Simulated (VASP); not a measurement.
# Pt (P6_3/mmc) in VASP: notebook, part 2 of 2

VASP 6.6.1. Earlier steps stand in the parts before.

### Step 4. Single point, PBEsol (strain +0.080 along x and y, +0.040 along z)

Contents of INCAR:

```
SYSTEM = Pt
PREC     = Accurate       ! precision mode
ENCUT    = 520            ! plane-wave cutoff, eV
EDIFF    = 1E-6           ! SCF threshold, eV
ISMEAR   = 0              ! smearing method
SIGMA    = 0.15           ! smearing width, eV
LREAL    = .False.        ! projectors in reciprocal space
LASPH    = .True.         ! aspherical terms in the spheres
NELM     = 100            ! most SCF steps
ALGO     = Fast           ! electronic algorithm
ISIF     = 2              ! what is computed and relaxed
LWAVE    = .False.        ! write WAVECAR
LCHARG   = .True.         ! write CHGCAR
GGA      = PS             ! functional
LELF     = .True.         ! ELF
LVHAR    = .True.       
NBANDS   = 17             ! bands
```

Contents of KPOINTS:

```
regular mesh
0
Gamma
  18 18 10
  0 0 0
```

Contents of POSCAR:

```
Pt
1.0
    2.9815188650      0.0000000000      0.0000000000
   -1.4907594325      2.5820710790      0.0000000000
    0.0000000000      0.0000000000      4.9838193600
Pt
2
Direct
    0.6666666667      0.3333333333      0.7500000000
    0.3333333333      0.6666666667      0.2500000000
```

Potentials or basis: VASP PAW PBE potentials, release 64 (Pt).

Started as:

```console
$ cat potpaw_PBE.64/Pt/POTCAR > POTCAR
$ mpirun -np 1 vasp_std > vasp.out
```

OUTCAR:

```text
SYSTEM = Pt
   PREC = Accurate
   ENCUT = 520
   EDIFF = 1E-6
   ISMEAR = 0
   LREAL = .False.
   LASPH = .True.
   NELM = 100
   ISIF = 2
   GGA = PS

 ion  position               nearest neighbor table
   1  0.667  0.333  0.750-   2 3.03   2 3.03   2 3.03   2 3.03   2 3.03   2 3.03
   2  0.333  0.667  0.250-   1 3.03   1 3.03   1 3.03   1 3.03   1 3.03   1 3.03

  LATTYP: Found a hexagonal cell.
 ALAT       =     2.9815188650
 C/A-ratio  =     1.6715706275

  Lattice vectors:

 A1 = (   2.9815188650,   0.0000000000,   0.0000000000)
 A2 = (  -1.4907594325,   2.5820710790,   0.0000000000)
 A3 = (   0.0000000000,   0.0000000000,   4.9838193600)

Analysis of symmetry for initial positions (statically):
=====================================================================
 Subroutine PRICEL returns:
 Original cell was already a primitive cell.

 Routine SETGRP: Setting up the symmetry group for a
 hexagonal supercell.

 Subroutine GETGRP returns: Found 24 space group operations
 (whereof 12 operations were pure point group operations)
 out of a pool of 24 trial point group operations.

The static configuration has the point symmetry D_3d.
 The point group associated with its full space group is D_6h.

Analysis of symmetry for dynamics (positions and initial velocities):
=====================================================================
 Subroutine PRICEL returns:
 Original cell was already a primitive cell.

 Routine SETGRP: Setting up the symmetry group for a
 hexagonal supercell.

 Subroutine GETGRP returns: Found 24 space group operations
 (whereof 12 operations were pure point group operations)
 out of a pool of 24 trial point group operations.

The dynamic configuration has the point symmetry D_3d.
 The point group associated with its full space group is D_6h.

 Subroutine INISYM returns: Found 24 space group operations
 (whereof 12 operations are pure point group operations),
 and found     1 'primitive' translations

[... 110 lines left out ...]
   EFERMI_NEDOS =   21; number of points for ismear=-14 and -15
   IALGO  =     68    algorithm
   IMIX   =      4    mixing-type and parameters
     AMIX     =   0.40;   BMIX     =  1.00
     AMIX_MAG =   1.60;   BMIX_MAG =  1.00
  volume/ion in A,a.u.               =      19.18       129.46
  Fermi-wavevector in a.u.,A,eV,Ry     =   1.317535  2.489780 23.618331  1.735898
  Thomas-Fermi vector in A             =   2.447569
   LORBIT       =      0    0 simple, 1 ext, 2 COOP (PROOUT), +10 PAW based schemes
   GGA     = PS    functional components
   LHFCALC =     F    Hartree Fock is set to
   AEXX    =    0.0000 exact exchange contribution
   IVDW    =     0    specifies the selected vdW correction
   LEPSILON=     F    determine dielectric tensor
   LRPA    =     F    only Hartree local field effects (RPA)
 non-spin polarized calculation
 RMM-DIIS sequential band-by-band and
 Gauss-broadening in eV      SIGMA  =   0.15
  energy-cutoff  :      520.00
  volume of cell :       38.37
 maximum number of plane-waves:      1062
 NGX is ok and might be reduce to    24
   NGX = 11   NGY = 11   NGZ = 19

 number of electron      20.0000002 magnetization

 Free energy of the ion-electron system (eV)
  ---------------------------------------------------
  ext. energy  EPLUGINS =         0.00000000
  ---------------------------------------------------
  free energy    TOTEN  =       -12.64942108 eV

  energy without entropy =      -12.58307106  energy(sigma->0) =      -12.61624607

 E-fermi :   7.0248     XC(G=0): -12.2378

 val. band max:        7.0230208436   @ k =   0.3889   0.2222   0.4000
 cond. band min:       7.0257173666   @ k =   0.2778   0.0556   0.0000
 fundamental gap:      0.0026965230
 Fermi energy:         7.0247888175

 k-point     1 :       0.0000    0.0000    0.0000
  band No.  band energies     occupation
      1      -0.8199      2.00000
      2       1.7718      2.00000
      3       4.3527      2.00000
      4       4.5641      2.00000
      5       4.5641      2.00000
      6       4.8649      2.00000
[... 457 lines left out ...]
      4       4.5095      2.00000
      5       4.6716      2.00000
      6       4.7648      2.00000
[... 9 lines left out ...]
     16      17.7017      0.00000
     17      19.7916      0.00000

 [... further k-points ...]
[... 5 lines left out ...]
  --------------------------------------------------------------------------------------
  -------------------------------------------------------------------------------------
  Total       -8.7154609     -8.7154609     -7.7367022      0.0000000     -0.0000000      0.0000000
  in kB     -363.9425993   -363.9425994   -323.0713282      0.0000000     -0.0000000      0.0000000
  external PRESSURE =    -350.3188423 kB  Pullay stress =       0.0000000 kB

 VOLUME and BASIS-vectors are now :
 -----------------------------------------------------------------------------
  energy-cutoff  :      520.00
  volume of cell :       38.37
      direct lattice vectors                 reciprocal lattice vectors
     2.981518865  0.000000000  0.000000000     0.335399521  0.193643004  0.000000000
    -1.490759432  2.582071079  0.000000000     0.000000000  0.387286008  0.000000000
     0.000000000  0.000000000  4.983819360     0.000000000  0.000000000  0.200649327

 POSITION                                       TOTAL-FORCE (eV/Angst)
 -----------------------------------------------------------------------------------
      1.49076      0.86069      3.73786        -0.000000      0.000000      0.000000
     -0.00000      1.72138      1.24595         0.000000     -0.000000      0.000000
 -----------------------------------------------------------------------------------
    total drift:                               -0.000000      0.000000     -0.000000

  FREE ENERGIE OF THE ION-ELECTRON SYSTEM (eV)
  ---------------------------------------------------
  free  energy   TOTEN  =       -12.6494210771 eV

  energy  without entropy=      -12.5830710563  energy(sigma->0) =      -12.61624607
```

It took 76 s on 1 thread of Intel Xeon Platinum 8375C at 2.90GHz (Ice Lake), shared host; peak memory 0.25 GiB.

What came out:

* Free energy: -12.6494 eV
* Pressure: -35.0 GPa
* Band gap on the k mesh: zero (band 10 reaches 7.26 eV, above the bottom of band 11 at 6.41 eV)

Levels at points of the mesh, in eV from the Fermi level:
| k point | band 6 | band 7 | band 8 | band 9 | band 10 | band 11 | band 12 | band 13 | band 14 | band 15 |
| --- | --- | --- | --- | --- | --- | --- | --- | --- | --- | --- |
| (0.00, 0.00, 0.00) | -2.16 | -2.16 | -1.48 | -1.48 | -0.18 | -0.18 | 0.26 | 3.94 | 14.98 | 16.12 |
| (0.50, 0.00, 0.00) | -2.03 | -1.88 | 0.06 | 0.06 | 0.24 | 1.87 | 2.90 | 6.58 | 7.95 | 8.14 |
| (0.00, 0.00, 0.50) | -2.49 | -2.49 | -2.49 | -0.62 | -0.62 | -0.62 | -0.62 | 11.26 | 11.26 | 15.25 |
| (0.50, 0.00, 0.50) | -1.37 | -0.50 | -0.50 | 0.17 | 0.17 | 1.78 | 1.78 | 4.99 | 4.99 | 13.64 |

Caveat: the cell differs from its parent crystal (strain +0.080 along x and y, +0.040 along z); the PAW data sets were made with another functional, which shifts forces and pressure a little; spin-orbit coupling is left out, which moves the levels of the heavy elements.

### Step 5. Single point, PBEsol (strain +0.080 along x and y, +0.080 along z)

Contents of INCAR:

```
SYSTEM = Pt
  PREC = Accurate
  ENCUT = 520
  EDIFF = 1E-7
  ISMEAR = 0
  SIGMA = 0.15
  LREAL = .False.
  LASPH = .True.
  NELM = 100
  ALGO = Fast
  ISIF = 2
  LWAVE = .False.
  LCHARG = .False.
  GGA = PS
  NBANDS = 17
```

KPOINTS is that of step 4.

POSCAR, as its differences from that of step 4:

```diff
@@ -4,3 +4,3 @@
    -1.4907594325      2.5820710790      0.0000000000
-    0.0000000000      0.0000000000      4.9838193600
+    0.0000000000      0.0000000000      5.1755047200
 Pt
```

Potentials or basis: VASP PAW PBE potentials, release 64 (Pt).

Started as:

```console
$ cat potpaw_PBE.64/Pt/POTCAR > POTCAR
$ mpirun -np 1 vasp_std > vasp.out
```

OUTCAR:

```text
SYSTEM = Pt
   PREC = Accurate
   ENCUT = 520
   EDIFF = 1E-7
   ISMEAR = 0
   LREAL = .False.
   LASPH = .True.
   NELM = 100
   ISIF = 2
   GGA = PS

 ion  position               nearest neighbor table
   1  0.667  0.333  0.750-   2 3.11   2 3.11   2 3.11   2 3.11   2 3.11   2 3.11
   2  0.333  0.667  0.250-   1 3.11   1 3.11   1 3.11   1 3.11   1 3.11   1 3.11

  LATTYP: Found a hexagonal cell.
 ALAT       =     2.9815188650
 C/A-ratio  =     1.7358618055

  Lattice vectors:

 A1 = (   2.9815188650,   0.0000000000,   0.0000000000)
 A2 = (  -1.4907594325,   2.5820710790,   0.0000000000)
[... 653 lines left out ...]
      5       4.3264      2.00000
      6       4.3747      2.00000
[... 9 lines left out ...]
     16      17.1249      0.00000
     17      18.8208      0.00000

 [... further k-points ...]
[... 5 lines left out ...]
  --------------------------------------------------------------------------------------
  -------------------------------------------------------------------------------------
  Total       -9.3794757     -9.3794757     -8.3745169     -0.0000000     -0.0000000      0.0000000
  in kB     -377.1643874   -377.1643874   -336.7533160     -0.0000000     -0.0000000      0.0000000
  external PRESSURE =    -363.6940303 kB  Pullay stress =       0.0000000 kB

 VOLUME and BASIS-vectors are now :
 -----------------------------------------------------------------------------
  energy-cutoff  :      520.00
  volume of cell :       39.84
      direct lattice vectors                 reciprocal lattice vectors
     2.981518865  0.000000000  0.000000000     0.335399521  0.193643004  0.000000000
    -1.490759432  2.582071079  0.000000000     0.000000000  0.387286008  0.000000000
     0.000000000  0.000000000  5.175504720     0.000000000  0.000000000  0.193217870

 POSITION                                       TOTAL-FORCE (eV/Angst)
 -----------------------------------------------------------------------------------
      1.49076      0.86069      3.88163         0.000000      0.000000      0.000000
     -0.00000      1.72138      1.29388        -0.000000     -0.000000      0.000000
 -----------------------------------------------------------------------------------
    total drift:                               -0.000000      0.000000     -0.000000

  FREE ENERGIE OF THE ION-ELECTRON SYSTEM (eV)
  ---------------------------------------------------
  free  energy   TOTEN  =       -12.3452090718 eV

  energy  without entropy=      -12.2827672003  energy(sigma->0) =      -12.31398814
```

OSZICAR:

```text
N       E                     dE             d eps       ncg     rms          rms(c)
DAV:   1     0.956012055802E+02    0.95601E+02   -0.10019E+04  7556   0.110E+03
DAV:   2    -0.113062615349E+02   -0.10691E+03   -0.10078E+03  8207   0.227E+02
DAV:   3    -0.132310491787E+02   -0.19248E+01   -0.18802E+01  9164   0.296E+01
DAV:   4    -0.132422146077E+02   -0.11165E-01   -0.11161E-01  8847   0.237E+00
DAV:   5    -0.132423388070E+02   -0.12420E-03   -0.12420E-03  9300   0.270E-01    0.882E+00
RMM:   6    -0.123696483352E+02    0.87269E+00   -0.17614E+00  7556   0.934E+00    0.461E+00
RMM:   7    -0.123488846857E+02    0.20764E-01   -0.11215E-01  7849   0.228E+00    0.275E+00
RMM:   8    -0.123465461948E+02    0.23385E-02   -0.17910E-02  7878   0.974E-01    0.838E-01
RMM:   9    -0.123451785695E+02    0.13676E-02   -0.39440E-03  8190   0.439E-01    0.404E-02
RMM:  10    -0.123452142627E+02   -0.35693E-04   -0.30858E-04  8381   0.106E-01    0.471E-02
RMM:  11    -0.123452090501E+02    0.52126E-05   -0.62768E-05  8427   0.587E-02    0.822E-03
RMM:  12    -0.123452088349E+02    0.21528E-06   -0.72312E-06  8462   0.192E-02    0.602E-03
RMM:  13    -0.123452091328E+02   -0.29799E-06   -0.16746E-06  8340   0.824E-03    0.131E-03
RMM:  14    -0.123452090718E+02    0.61073E-07   -0.40322E-07  7137   0.422E-03
   1 F= -.12345209E+02 E0= -.12313988E+02  d E =-.624419E-01
```

stdout:

```text
POSCAR found type information on POSCAR Pt
 POSCAR found :  1 types and       2 ions
 scaLAPACK will be used
 -----------------------------------------------------------------------------
|                                                                             |
|                                                                             |
|     You enforced a specific xc type in the INCAR file but a different       |
|     I HOPE YOU KNOW WHAT YOU ARE DOING!                                     |
|                                                                             |
 -----------------------------------------------------------------------------

 LDA part: xc-table for (Slater+PW92), standard interpolation
 POSCAR, INCAR and KPOINTS ok, starting setup
 FFT: planning ... GRIDC
 FFT: planning ... GRID_SOFT
 FFT: planning ... GRID
 WAVECAR not read
 entering main loop
```

Run time: 1.7 min. Hardware: 1 thread of Intel Xeon Platinum 8375C at 2.90GHz (Ice Lake), shared host; peak memory 0.25 GiB.

Results:

```yaml
Free_energy: -12.3452 eV
Pressure: -36.4 GPa
Band_gap_on_the_k_mesh: zero (band 10 reaches 6.77 eV, above the bottom of band 11 at 5.93 eV)
```

Levels at points of the mesh, in eV from the Fermi level:
| k point | band 6 | band 7 | band 8 | band 9 | band 10 | band 11 | band 12 | band 13 | band 14 | band 15 |
| --- | --- | --- | --- | --- | --- | --- | --- | --- | --- | --- |
| (0.00, 0.00, 0.00) | -2.10 | -2.10 | -1.21 | -1.21 | -0.15 | -0.15 | 0.20 | 3.36 | 15.17 | 15.38 |
| (0.50, 0.00, 0.00) | -1.98 | -1.62 | -0.02 | 0.16 | 0.29 | 1.92 | 2.97 | 6.24 | 7.52 | 7.83 |
| (0.00, 0.00, 0.50) | -2.33 | -2.33 | -2.33 | -0.54 | -0.54 | -0.54 | -0.54 | 10.25 | 10.25 | 15.43 |
| (0.50, 0.00, 0.50) | -1.19 | -0.45 | -0.45 | 0.24 | 0.24 | 1.85 | 1.85 | 4.88 | 4.88 | 12.95 |

Caveat: the cell differs from its parent crystal (strain +0.080 along x and y, +0.080 along z); the PAW data sets were made with another functional, which shifts forces and pressure a little; spin-orbit coupling is left out, which moves the levels of the heavy elements.

### Step 6. Single point, PBEsol (strain -0.080 along x and y, -0.040 along z)

Contents of INCAR:

```
SYSTEM = Pt
ALGO = Fast
EDIFF = 1E-6
ENCUT = 520
GGA = PS
ISIF = 2
ISMEAR = 0
LASPH = .TRUE.
LCHARG = .FALSE.
LREAL = .FALSE.
LWAVE = .FALSE.
NBANDS = 17
NELM = 100
PREC = Accurate
SIGMA = 0.15
```

Contents of KPOINTS:

```
k-points
0
G
  18 18 10
  0 0 0
```

Contents of POSCAR:

```
Pt
1.0
    2.5398123665      0.0000000000      0.0000000000
   -1.2699061833      2.1995420302      0.0000000000
    0.0000000000      0.0000000000      4.6004486400
Pt
2
Direct
    0.6666666667      0.3333333333      0.7500000000
    0.3333333333      0.6666666667      0.2500000000
```

Potentials or basis: VASP PAW PBE potentials, release 64 (Pt).

Started as:

```console
$ cat potpaw_PBE.64/Pt/POTCAR > POTCAR
$ mpirun -np 1 vasp_std > vasp.out
```

OUTCAR:

```text
SYSTEM = Pt
   EDIFF = 1E-6
   ENCUT = 520
   GGA = PS
   ISIF = 2
   ISMEAR = 0
   LASPH = .TRUE.
   LREAL = .FALSE.
   NELM = 100
   PREC = Accurate

 ion  position               nearest neighbor table
   1  0.667  0.333  0.750-   2 2.73   2 2.73   2 2.73   2 2.73   2 2.73   2 2.73
   2  0.333  0.667  0.250-   1 2.73   1 2.73   1 2.73   1 2.73   1 2.73   1 2.73

  LATTYP: Found a hexagonal cell.
 ALAT       =     2.5398123665
 C/A-ratio  =     1.8113340579

  Lattice vectors:

 A1 = (   2.5398123665,   0.0000000000,   0.0000000000)
 A2 = (  -1.2699061833,   2.1995420302,   0.0000000000)
[... 652 lines left out ...]
      4       9.4433      2.00000
      5       9.9109      2.00000
      6      10.1668      2.00000
[... 9 lines left out ...]
     16      28.5747      0.00000
     17      28.6462      0.00000

 [... further k-points ...]
[... 5 lines left out ...]
  --------------------------------------------------------------------------------------
  -------------------------------------------------------------------------------------
  Total       13.9730972     13.9730972      8.0585236     -0.0000000     -0.0000000      0.0000000
  in kB      871.1023329    871.1023329    502.3795789     -0.0000000     -0.0000000      0.0000000
  external PRESSURE =     748.1947482 kB  Pullay stress =       0.0000000 kB

 VOLUME and BASIS-vectors are now :
 -----------------------------------------------------------------------------
  energy-cutoff  :      520.00
  volume of cell :       25.70
      direct lattice vectors                 reciprocal lattice vectors
     2.539812367  0.000000000  0.000000000     0.393729873  0.227320048  0.000000000
    -1.269906183  2.199542030  0.000000000     0.000000000  0.454640096  0.000000000
     0.000000000  0.000000000  4.600448640     0.000000000  0.000000000  0.217370104

 POSITION                                       TOTAL-FORCE (eV/Angst)
 -----------------------------------------------------------------------------------
      1.26991      0.73318      3.45034         0.000000     -0.000000      0.000000
     -0.00000      1.46636      1.15011        -0.000000      0.000000      0.000000
 -----------------------------------------------------------------------------------
    total drift:                               -0.000000      0.000000     -0.000000

  FREE ENERGIE OF THE ION-ELECTRON SYSTEM (eV)
  ---------------------------------------------------
  free  energy   TOTEN  =       -12.8479062606 eV

  energy  without entropy=      -12.8222151160  energy(sigma->0) =      -12.83506069
```

It took 66 s on 1 thread of Intel Xeon Platinum 8375C at 2.90GHz (Ice Lake), shared host; peak memory 0.2 GiB.

What came out:

| Item | Value |
| --- | --- |
| Free energy | -12.8479 eV |
| Pressure | 74.8 GPa |
| Band gap on the k mesh | zero (band 10 reaches 15.42 eV, above the bottom of band 11 at 13.45 eV) |

Levels at points of the mesh, in eV from the Fermi level:
```csv
k point,band 7,band 8,band 9,band 10,band 11,band 12,band 13,band 14
"(0.00, 0.00, 0.00)",-4.35,-2.11,-2.11,-2.09,-0.21,-0.21,5.55,14.75
"(0.50, 0.00, 0.00)",-3.51,-0.07,0.79,1.02,2.82,4.61,8.60,9.43
"(0.00, 0.00, 0.50)",-4.73,-4.73,-0.95,-0.95,-0.95,-0.95,12.33,12.33
"(0.50, 0.00, 0.50)",-1.41,-1.41,0.92,0.92,1.67,1.67,8.42,8.42
```

Caveat: the cell differs from its parent crystal (strain -0.080 along x and y, -0.040 along z); the PAW data sets were made with another functional, which shifts forces and pressure a little; spin-orbit coupling is left out, which moves the levels of the heavy elements.

### Step 7. The runs side by side

| cell | gap on the mesh (eV) | pressure (GPa) |
| --- | --- | --- |
| a = 2.871, b = 2.871, c = 5.176 Å, angles 90.0, 90.0, 120.0°, 2 atoms | none | -32.0 |
| a = 2.540, b = 2.540, c = 4.409 Å, angles 90.0, 90.0, 120.0°, 2 atoms | none | 101.0 |
| a = 2.982, b = 2.982, c = 4.984 Å, angles 90.0, 90.0, 120.0°, 2 atoms | none | -35.0 |
| a = 2.982, b = 2.982, c = 5.176 Å, angles 90.0, 90.0, 120.0°, 2 atoms | none | -36.4 |
| a = 2.540, b = 2.540, c = 4.600 Å, angles 90.0, 90.0, 120.0°, 2 atoms | none | 74.8 |

Alike in all rows: task single point; level PBEsol; potentials or basis VASP PAW PBE potentials, release 64 (Pt); no spin polarisation; k mesh 18 × 18 × 10; cutoff (eV) 520; smearing gaussian 0.15 eV.

Caveats: the PAW data sets were made with another functional, which shifts forces and pressure a little; spin-orbit coupling is left out, which moves the levels of the heavy elements.

Total energies depend on the potentials used, so only differences within one code and one set of settings carry meaning.
